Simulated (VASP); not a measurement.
Wanted: the native input for a VASP 6.6.1 run.

```yaml
Task: relaxation of cell and atoms
Functional: PBE
Potentials_or_basis: VASP PAW PBE potentials, release 64 (Ti_sv, C)
Cutoff: 600 eV
k_mesh: 10 × 10 × 6
Occupations: fermi-dirac, width 0.05 eV
Spin: no spin polarisation
Target_pressure: 0.041 GPa
Dipole_correction: no
Further_INCAR_settings: ALGO = Normal; EDIFF = 1e-07; IBRION = 2; EDIFFG = -0.005; NSW = 60; ISIF = 3
```

The structure of TiC (NiAs type) lies in POSCAR:

```
TiC
1.0
    3.1174185178      0.0000000000      0.0000000000
   -1.5587092589      2.6997636306      0.0000000000
    0.0000000000      0.0000000000      4.8319987025
Ti C
2 2
Direct
    0.0000000000      0.0000000000      0.0000000000
    0.0000000000      0.0000000000      0.5000000000
    0.3333333333      0.6666666667      0.2500000000
    0.6666666667      0.3333333333      0.7500000000
```

The input as run:

INCAR

```
SYSTEM = TiC
PREC = Accurate
ENCUT = 600
EDIFF = 1E-7
ISMEAR = -1
SIGMA = 0.05
LREAL = .FALSE.
LASPH = .TRUE.
NELM = 100
ALGO = Normal
ISIF = 3
LWAVE = .FALSE.
LCHARG = .FALSE.
GGA = PE
IBRION = 2
NSW = 60
EDIFFG = -0.005
PSTRESS = 0.41000000000000003
```

KPOINTS

```
Automatic mesh
0
G
  10 10 6
  0 0 0
```

Potentials or basis: VASP PAW PBE potentials, release 64 (Ti_sv, C).

Launch:

```bash
$ cat potpaw_PBE.64/Ti_sv/POTCAR potpaw_PBE.64/C/POTCAR > POTCAR
$ mpirun -np 1 vasp_std > vasp.out
```

It gave:

The relaxed volume is 10.78 Å³/atom, the relaxed cell is a = 3.042 Å, b = 3.042 Å, c = 5.381 Å, α = 90.00°, β = 90.00°, γ = 120.00° and the space group after relaxing (to 0.1 Å) is P6_3/mmc (No. 194). The energy change on relaxing (the run minimises the enthalpy) is -245.3 meV/atom and the ionic steps are 9. The pressure after relaxing is 0.1 GPa. The band gap on the k mesh is zero (bands 16 and 17 overlap by 1.31 eV).

Caveat: the cell is relaxed towards a set pressure, so the run minimises the enthalpy, not the energy.

It took 3.2 min on 1 thread of AMD EPYC 9R45 96-Core Processor (Zen 5), on a shared host, peak memory 0.19 GiB.
